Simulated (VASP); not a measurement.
Here is a VASP 6.6.1 calculation.

Contents of POSCAR:

```
ZnO
1.0
    0.0000000000      2.1444392384      2.1444392384
    2.1444392384      0.0000000000      2.1444392384
    2.1444392384      2.1444392384      0.0000000000
Zn O
1 1
Direct
    0.0000000000      0.0000000000      0.0000000000
    0.5000000000      0.5000000000      0.5000000000
```

The input INCAR.step1:

```
PREC = Accurate
ENCUT = 520
EDIFF = 1E-5
ISMEAR = 0
SIGMA = 0.01
LREAL = F
LASPH = T
NELM = 120
ALGO = Normal
ISIF = 2
LWAVE = T
NBANDS = 16
GGA = PE
GGA_COMPAT = F
KPAR = 4
```

The input INCAR.step2:

```
PREC = Accurate
ENCUT = 520
EDIFF = 1E-6
ISMEAR = 0
SIGMA = 0.01
LREAL = F
LASPH = T
NELM = 120
ALGO = Normal
ISIF = 2
LWAVE = F
LCHARG = T
GGA = PE
LHFCALC = T
HFSCREEN = 0.2079
PRECFOCK = Normal
LVHAR = T
NBANDS = 16
ISTART = 1
GGA_COMPAT = F
KPAR = 4
```

Contents of KPOINTS:

```
Automatic mesh
0
Gamma
  8 8 8
```

Potentials or basis: VASP PAW PBE potentials, release 64 (Zn, O).

The run is started by

```bash
$ cat potpaw_PBE.64/Zn/POTCAR potpaw_PBE.64/O/POTCAR > POTCAR
$ cp INCAR.step1 INCAR
$ mpirun -np 4 vasp_std > vasp.out
$ cp INCAR.step2 INCAR
$ mpirun -np 4 vasp_std > vasp.out
```

**Question.** What does it give for the band gap on the k mesh?

**Answer.** 2.59 eV (least direct gap 3.77 eV).

**Question.** Estimate the pressure.

**Answer.** -0.5 GPa.

Caveat: the cell differs from its parent crystal (strain +0.5%); the structure was generated, so it needn't be the stable form of ZnO; the PAW data sets were made with another functional, which shifts forces and pressure a little. A k mesh can miss the band edges.
